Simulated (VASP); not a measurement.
Runs of VASP 6.6.1 on EuS (rocksalt type). The structure is that of space group Fm-3m (No. 225), or close to it. The cells are those of the table. 

| level | cell | gap on the mesh (eV) | pressure (GPa) | moment (μB) |
| --- | --- | --- | --- | --- |
| PBE | a = 4.080 Å, angles 60.0°, 2 atoms | none | (c) | 6.92 |
| PBEsol | a = 4.135 Å, angles 60.0°, 2 atoms | none | -3.6 | 6.93 |
| PBE | a = 4.135 Å, angles 60.0°, 2 atoms | none | -0.2 | (a) |
| PBE | a = 4.190 Å, angles 60.0°, 2 atoms | none | -2.1 | (b) |
| PBE | a = 4.108 Å, angles 60.0°, 2 atoms | none | 0.9 | 6.93 |

Alike in all rows: task single point; potentials or basis VASP PAW PBE potentials, release 64 (Eu, S); k mesh 10 × 10 × 10; smearing fermi-dirac 0.08 eV.

Task: Estimate the missing entries.

Result: (a) 6.94; (b) 6.96; (c) 2.1.

Caveats: spin-orbit coupling is left out, which moves the levels of the heavy elements; a cell with one magnetic atom can't hold antiferromagnetic order, which such compounds often take; semilocal functionals describe open f shells poorly, which spoils levels, moments and volumes; the cell stands under tension (at least some runs); the PAW data sets were made with another functional, which shifts forces and pressure a little (at least some runs).

A k mesh can miss the band edges, and the runs leave out spin-orbit coupling on Eu.

A gap of «none» marks levels without a gap at the run's occupations.
